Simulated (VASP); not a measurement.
Wanted: the native input for a VASP 6.6.1 run.

* Task: single point
* Functional: PBEsol
* Potentials or basis: VASP PAW PBE potentials, release 64 (Zr_sv, S)
* Cutoff: 520 eV
* k mesh: 14 × 14 × 10
* Occupations: gaussian, width 0.1 eV
* Spin: no spin polarisation
* Dipole correction: no
* Further INCAR settings: ALGO = Normal; EDIFF = 1e-07; NBANDS = 26

The structure of ZrS lies in POSCAR:

```
ZrS
1.0
    2.5314138437      2.5314138437      0.0000000000
   -2.6260638584      2.6260638584      0.0000000000
    0.0000000000      0.0000000000      5.1638255857
Zr S
2 2
Direct
    0.0000000000      0.0000000000      0.0000000000
    0.5000000000      0.5000000000      0.5000000000
    0.5000000000      0.5000000000      0.0000000000
    0.0000000000      0.0000000000      0.5000000000
```

This cell differs from its parent crystal: uniaxial strain along a: -2.0 %, then relaxed in part.

These files were run (other wordings do the same):

INCAR

```
SYSTEM = ZrS
PREC = Accurate ; ENCUT = 520
EDIFF = 1E-7 ; ISMEAR = 0
SIGMA = 0.1 ; LREAL = .FALSE.
LASPH = .TRUE. ; NELM = 60
ALGO = Normal ; ISIF = 2
LWAVE = .FALSE. ; LCHARG = .TRUE.
GGA = PS ; LELF = .TRUE.
LVHAR = .TRUE. ; NBANDS = 26
```

KPOINTS

```
regular mesh
0
G
  14 14 10
  0 0 0
```

Potentials or basis: VASP PAW PBE potentials, release 64 (Zr_sv, S).

The run is started by

```bash
$ cat potpaw_PBE.64/Zr_sv/POTCAR potpaw_PBE.64/S/POTCAR > POTCAR
$ mpirun -np 1 vasp_std > vasp.out
```

Results of the run:

```
Pressure               : 0.8 GPa
Band gap on the k mesh : zero (bands 18 and 19 overlap by 3.02 eV)
```

Caveat: the cell differs from its parent crystal (uniaxial strain along a: -2.0 %, then relaxed in part); the PAW data sets were made with another functional, which shifts forces and pressure a little.

It took 4.6 min on 1 thread of AMD EPYC 9R45 96-Core Processor (Zen 5), on a shared host, peak memory 0.57 GiB.
